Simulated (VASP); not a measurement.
HgTe, 2 atoms in the cell. The structure is cubic, space group F-43m (No. 216). The conventional cell has a = 6.685 Å, b = 6.685 Å, c = 6.685 Å, α = 90.00°, β = 90.00°, γ = 90.00°. Within 3.8 Å of Hg (site symmetry -43m) lie 4 Te at 2.89 Å. Te (site symmetry -43m) has 4 Hg at 2.89 Å within 3.8 Å.  This cell differs from its parent crystal: volume scaled by 0.98.

- Program: VASP 6.6.1
- Task: single point
- Functional: revPBE
- Potentials or basis: VASP PAW PBE potentials, release 64 (Hg, Te)
- Cutoff: 520 eV
- k mesh: 6 × 6 × 6
- Occupations: gaussian, width 0.05 eV
- Spin: no spin polarisation
- Dipole correction: no
- Further INCAR settings: ALGO = Normal; EDIFF = 1e-07; NBANDS = 16

Potentials or basis: VASP PAW PBE potentials, release 64 (Hg, Te).

The run is started by

```console
$ cat potpaw_PBE.64/Hg/POTCAR potpaw_PBE.64/Te/POTCAR > POTCAR
$ mpirun -np 1 vasp_std > vasp.out
```

Hardware: 1 thread of AMD EPYC 7R13, with other jobs on the host.

**Question.** Estimate the wall time of this run.

**Answer.** It took 58 s on 1 thread of AMD EPYC 7R13, with other jobs on the host, peak memory 0.18 GiB. Counts: scf iterations 15, k points 16.
